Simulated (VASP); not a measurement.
# ZrS (I4mm) in VASP: a series of runs, part 2 of 2

VASP 6.6.1. The steps go on from the part before.

**3. Single point, r2SCAN**

The input, POSCAR:

```
ZrS
1.0
    0.0000000000      2.6250000000      2.6250000000
    2.6250000000      0.0000000000      2.6250000000
    2.6250000000      2.6250000000      0.0000000000
Zr S
1 1
Direct
   -0.0119047619     -0.0119047619      0.0119047619
    0.5000000000      0.5000000000      0.5000000000
```

The input, INCAR.step1:

```
ALGO = Normal ; EDIFF = 1E-5
ENCUT = 550 ; GGA = PE
GGA_COMPAT = F ; ISMEAR = 0
LASPH = T ; LCHARG = F
LREAL = F ; LWAVE = T
NBANDS = 16 ; NELM = 120
PREC = Accurate ; SIGMA = 0.15
```

The input, INCAR.step2:

```
ALGO = Normal ; EDIFF = 1E-6
ENCUT = 550 ; GGA_COMPAT = F
ISIF = 2 ; ISMEAR = 0
ISTART = 1 ; LASPH = T
LCHARG = F ; LMIXTAU = T
LREAL = F ; LWAVE = F
METAGGA = R2SCAN ; NBANDS = 16
NELM = 120 ; PREC = Accurate
SIGMA = 0.15
```

The input, KPOINTS:

```
k-points
0
Gamma
  16 16 16
```

Potentials or basis: VASP PAW PBE potentials, release 64 (Zr_sv, S).

Command:

```
$ cat potpaw_PBE.64/Zr_sv/POTCAR potpaw_PBE.64/S/POTCAR > POTCAR
$ cp INCAR.step1 INCAR
$ mpirun -np 1 vasp_std > vasp.out
$ cp INCAR.step2 INCAR
$ mpirun -np 1 vasp_std > vasp.out
```

OUTCAR:

```text
EDIFF = 1E-6
   ENCUT = 550
   ISIF = 2
   ISMEAR = 0
   ISTART = 1
   LASPH = T
   LREAL = F
   METAGGA = R2SCAN
   NELM = 120
   PREC = Accurate

 ion  position               nearest neighbor table
   1  0.988  0.988  0.012-   2 2.56   2 2.63   2 2.63   2 2.63   2 2.63   2 2.69
   2  0.500  0.500  0.500-   1 2.56   1 2.63   1 2.63   1 2.63   1 2.63   1 2.69

  LATTYP: Found a face centered cubic cell.
 ALAT       =     5.2500000000

  Lattice vectors:

 A1 = (   0.0000000000,   2.6250000000,   2.6250000000)
 A2 = (   2.6250000000,   0.0000000000,   2.6250000000)
 A3 = (   2.6250000000,   2.6250000000,   0.0000000000)

Analysis of symmetry for initial positions (statically):
=====================================================================
 Subroutine PRICEL returns:
 Original cell was already a primitive cell.

 Routine SETGRP: Setting up the symmetry group for a
 face centered cubic supercell.

 Subroutine GETGRP returns: Found  8 space group operations
 (whereof  8 operations were pure point group operations)
 out of a pool of 48 trial point group operations.

The static configuration has the point symmetry C_4v.

Analysis of symmetry for dynamics (positions and initial velocities):
=====================================================================
 Subroutine PRICEL returns:
 Original cell was already a primitive cell.

 Routine SETGRP: Setting up the symmetry group for a
 face centered cubic supercell.

 Subroutine GETGRP returns: Found  8 space group operations
 (whereof  8 operations were pure point group operations)
 out of a pool of 48 trial point group operations.

The dynamic configuration has the point symmetry C_4v.

 Subroutine INISYM returns: Found  8 space group operations
 (whereof  8 operations are pure point group operations),
 and found     1 'primitive' translations

----------------------------------------------------------------------------------------

                                     Primitive cell

  volume of cell :      36.1758

  direct lattice vectors                    reciprocal lattice vectors
     0.000000000  2.625000000  2.625000000    -0.190476190  0.190476190  0.190476190
     2.625000000  0.000000000  2.625000000     0.190476190 -0.190476190  0.190476190
     2.625000000  2.625000000  0.000000000     0.190476190  0.190476190 -0.190476190

  length of vectors
     3.712310601  3.712310601  3.712310601     0.329914440  0.329914440  0.329914440

  position of ions in fractional coordinates (direct lattice)
     0.988095238  0.988095238  0.011904762
     0.500000000  0.500000000  0.500000000

  ion indices of the primitive-cell ions
   primitive index   ion index
                 1           1
                 2           2

----------------------------------------------------------------------------------------

 KPOINTS: k-points

Automatic generation of k-mesh.
 Grid dimensions read from file:
 generate k-points for:   16   16   16

 Generating k-lattice:

  Cartesian coordinates                     Fractional coordinates (reciprocal lattice)
    -0.011904762  0.011904762  0.011904762     0.062500000  0.000000000  0.000000000
     0.011904762 -0.011904762  0.011904762     0.000000000  0.062500000  0.000000000
     0.011904762  0.011904762 -0.011904762     0.000000000  0.000000000  0.062500000

  Length of vectors
     0.020619652  0.020619652  0.020619652

  Shift w.r.t. Gamma in fractional coordinates (k-lattice)
     0.000000000  0.000000000  0.000000000

 Subroutine IBZKPT returns following result:
 ===========================================

 Found    349 irreducible k-points:

 Following reciprocal coordinates:
            Coordinates               Weight
  0.000000  0.000000  0.000000      1.000000
  0.062500  0.000000  0.000000      8.000000
  0.125000  0.000000  0.000000      8.000000
  0.187500  0.000000  0.000000      8.000000
  0.250000  0.000000  0.000000      8.000000
  0.312500  0.000000  0.000000      8.000000
[... 16 lines left out ...]
  0.000000  0.437500  0.062500     16.000000
  0.500000  0.062500  0.000000      8.000000
 [... further k-points ...]
   k-points           NKPTS =    349   k-points in BZ     NKDIM =    349   number of bands    NBANDS=     16
   number of dos      NEDOS =    301   number of ions     NIONS =      2
   total plane-waves  NPLWV =  21952
   dimension x,y,z NGX =    28 NGY =   28 NGZ =   28
   dimension x,y,z NGXF=    56 NGYF=   56 NGZF=   56
   ions per type =               1   1
   NGX,Y,Z   is equivalent  to a cutoff of  12.54, 12.54, 12.54 a.u.
   NGXF,Y,Z  is equivalent  to a cutoff of  25.08, 25.08, 25.08 a.u.
 SYSTEM =  unknown system
   PREC   = accura    normal or accurate (medium, high low for compatibility)
   ISTART =      1    job   : 0-new  1-cont  2-samecut
   ICHARG =      0    charge: 1-file 2-atom 10-const
   ISPIN  =      1    spin polarized calculation?
   LNONCOLLINEAR =      F non collinear calculations
   LSORBIT =      F    spin-orbit coupling
   LASPH  =      T    aspherical Exc in radial PAW
   ENCUT  =  550.0 eV  40.42 Ry    6.36 a.u.   7.10  7.10  7.10*2*pi/ulx,y,z
   NELM   =    120;   NELMIN=  2; NELMDL=  0     # of ELM steps
   EDIFF  = 0.1E-05   stopping-criterion for ELM
   LREAL  =      F    real-space projection
   EDIFFG = 0.1E-04   stopping-criterion for IOM
   NSW    =      0    number of steps for IOM
   IBRION =     -1    ionic relax: 0-MD 1-quasi-New 2-CG
   NFREE  =      0    steps in history (QN), initial steepest desc. (CG)
   ISIF   =      2    stress and relaxation
   ISYM   =      2    0-nonsym 1-usesym 2-fastsym
   POTIM  = 0.5000    time-step for ionic-motion
   TEBEG  =    0.0;   TEEND  =   0.0 temperature during run
   PSTRESS=    0.0 pullay stress
   NELECT =      18.0000    total number of electrons
   NUPDOWN=      -1.0000    fix difference up-down
   EMIN   =  10.00;   EMAX   =-10.00  energy-range for DOS
   EFERMI =   0.00;   METHOD = LEGACY
   ISMEAR =     0;   SIGMA  =   0.15  broadening in eV -4-tet -1-fermi 0-gaus
   EFERMI_NEDOS =   21; number of points for ismear=-14 and -15
   IALGO  =     38    algorithm
   IMIX   =      4    mixing-type and parameters
     AMIX     =   0.40;   BMIX     =  1.00
     AMIX_MAG =   1.60;   BMIX_MAG =  1.00
  volume/ion in A,a.u.               =      18.09       122.06
  Fermi-wavevector in a.u.,A,eV,Ry     =   1.297258  2.451462 22.896950  1.682878
  Thomas-Fermi vector in A             =   2.428662
   LORBIT       =      0    0 simple, 1 ext, 2 COOP (PROOUT), +10 PAW based schemes
   METAGGA = R2SCAN    functional components
   LHFCALC =     F    Hartree Fock is set to
   AEXX    =    0.0000 exact exchange contribution
   IVDW    =     0    specifies the selected vdW correction
   LEPSILON=     F    determine dielectric tensor
   LRPA    =     F    only Hartree local field effects (RPA)
 non-spin polarized calculation
 Gauss-broadening in eV      SIGMA  =   0.15
  energy-cutoff  :      550.00
  volume of cell :       36.18
 maximum number of plane-waves:      1072
   NGX = 15   NGY = 15   NGZ = 15

 number of electron      18.0000001 magnetization

 Free energy of the ion-electron system (eV)
  ---------------------------------------------------
  ext. energy  EPLUGINS =         0.00000000
  ---------------------------------------------------
  free energy    TOTEN  =       -33.87960113 eV

  energy without entropy =      -33.86598753  energy(sigma->0) =      -33.87279433

 E-fermi :  10.9357     XC(G=0): -11.9627

 val. band max:       10.9303286856   @ k =   0.0000  -0.1875   0.1875
 cond. band min:      10.9364315739   @ k =  -0.2500   0.5000   0.2500
 fundamental gap:      0.0061028883
 Fermi energy:        10.9356791148

 k-point     1 :       0.0000    0.0000    0.0000
  band No.  band energies     occupation
      1     -40.9346      2.00000
      2     -18.2190      2.00000
      3     -18.2157      2.00000
      4     -18.2157      2.00000
      5      -5.8619      2.00000
      6       6.9079      2.00000
[... 8 lines left out ...]
     15      18.6136      0.00000
     16      23.4214      0.00000
[... 419 lines left out ...]
 k-point    24 :       0.5000    0.0625    0.0000
  band No.  band energies     occupation
      1     -40.9069      2.00000
      2     -18.5687      2.00000
      3     -18.2555      2.00000
      4     -18.2492      2.00000
      5      -4.3159      2.00000
      6       2.5172      2.00000
[... 8 lines left out ...]
     15      17.3223      0.00000
     16      17.6037      0.00000

 [... further k-points ...]

------------------------ aborting loop because EDIFF is reached ----------------------------------------

  FORCE on cell =-STRESS in cart. coord.  units (eV):
  Direction    XX          YY          ZZ          XY          YZ          ZX
  --------------------------------------------------------------------------------------
  -------------------------------------------------------------------------------------
  Total       -0.4680304     -0.4680304     -0.2739720      0.0000000      0.0000000      0.0000000
  in kB      -20.7284453    -20.7284453    -12.1338565      0.0000000      0.0000000      0.0000000
  external PRESSURE =     -17.8635823 kB  Pullay stress =       0.0000000 kB

 VOLUME and BASIS-vectors are now :
 -----------------------------------------------------------------------------
  energy-cutoff  :      550.00
  volume of cell :       36.18
      direct lattice vectors                 reciprocal lattice vectors
     0.000000000  2.625000000  2.625000000    -0.190476190  0.190476190  0.190476190
     2.625000000  0.000000000  2.625000000     0.190476190 -0.190476190  0.190476190
     2.625000000  2.625000000  0.000000000     0.190476190  0.190476190 -0.190476190

 POSITION                                       TOTAL-FORCE (eV/Angst)
 -----------------------------------------------------------------------------------
      2.62500      2.62500      5.18750         0.000000      0.000000      0.297392
      2.62500      2.62500      2.62500         0.000000      0.000000     -0.297392
 -----------------------------------------------------------------------------------
    total drift:                                0.000000      0.000000      0.001285

  FREE ENERGIE OF THE ION-ELECTRON SYSTEM (eV)
  ---------------------------------------------------
  free  energy   TOTEN  =       -33.8796011288 eV

  energy  without entropy=      -33.8659875251  energy(sigma->0) =      -33.87279433
```

OSZICAR.step1:

```text
N       E                     dE             d eps       ncg     rms          rms(c)
DAV:   1     0.125054213971E+03    0.12505E+03   -0.98387E+03 11168   0.115E+03
DAV:   2    -0.108155035569E+02   -0.13587E+03   -0.13098E+03 14656   0.288E+02
DAV:   3    -0.162657964136E+02   -0.54503E+01   -0.54133E+01 18088   0.509E+01
DAV:   4    -0.163500842009E+02   -0.84288E-01   -0.84256E-01 13792   0.596E+00
DAV:   5    -0.163519853312E+02   -0.19011E-02   -0.19011E-02 16768   0.667E-01    0.149E+01
DAV:   6    -0.154390847067E+02    0.91290E+00   -0.19991E+00 14016   0.966E+00    0.684E+00
DAV:   7    -0.154114607000E+02    0.27624E-01   -0.19105E-01 16048   0.283E+00    0.301E+00
DAV:   8    -0.154080473771E+02    0.34133E-02   -0.29650E-02 13248   0.114E+00    0.572E-01
DAV:   9    -0.154070530746E+02    0.99430E-03   -0.33329E-03 13576   0.344E-01    0.170E-01
DAV:  10    -0.154071270175E+02   -0.73943E-04   -0.40239E-04 13648   0.196E-01    0.690E-02
DAV:  11    -0.154071217242E+02    0.52933E-05   -0.41853E-05 14552   0.544E-02
   1 F= -.15407122E+02 E0= -.15399932E+02  d E =-.143790E-01
```

Wall time 15 min (1 thread of Intel Xeon 8259CL, shared host); peak memory 0.34 GiB.

What came out:

| Item | Value |
| --- | --- |
| Free energy | -33.8796 eV |
| Pressure | -1.8 GPa |
| Largest force | 0.297 eV/Å |
| Band gap on the k mesh | zero (bands 9 and 10 overlap by 2.86 eV) |

Forces on the atoms (eV/Å):
```
Zr   0.000  0.000  0.297
S    0.000  0.000 -0.297
```

Caveat: the cell differs from its parent crystal (all Zr atoms moved +0.062 Å, as atom 1 towards its neighbour atom 2 (S) at 2.625 Å); the PAW data sets were made with another functional, which shifts forces and pressure a little.
